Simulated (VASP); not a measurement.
A run of VASP 6.6.1 is set up as follows.

The input INCAR:

```
  PREC = Accurate
  ENCUT = 520
  EDIFF = 1E-6
  ISMEAR = -1
  SIGMA = 0.1
  LREAL = F
  LASPH = T
  NELM = 60
  ALGO = Normal
  ISIF = 2
  LWAVE = F
  LCHARG = T
  GGA = RP
  LELF = T
  LVHAR = T
  NBANDS = 18
```

KPOINTS

```
regular mesh
0
Gamma
  15 15 4
```

The input POSCAR:

```
P
1.0
    2.6396906366      0.0000000000      0.0000000000
   -1.3198453183      2.2860391494      0.0000000000
    0.0000000000      0.0000000000      9.9169912687
P
4
Direct
    1.0000000000      1.0000000000      0.0000000000
    1.0000000000      1.0000000000      0.5000000000
    0.3333333333      0.6666666667      0.2500000000
    0.6666666667      0.3333333333      0.7500000000
```

Potentials or basis: VASP PAW PBE potentials, release 64 (P).

The run is started by

```console
$ cat potpaw_PBE.64/P/POTCAR > POTCAR
$ mpirun -np 1 vasp_std > vasp.out
```

(1) What does it give for the pressure?

(2) Predict the band gap on the k mesh.

Answers

(1) -0.7 GPa.

(2) zero (bands 10 and 11 overlap by 10.55 eV).

Caveat: the PAW data sets were made with another functional, which shifts forces and pressure a little.
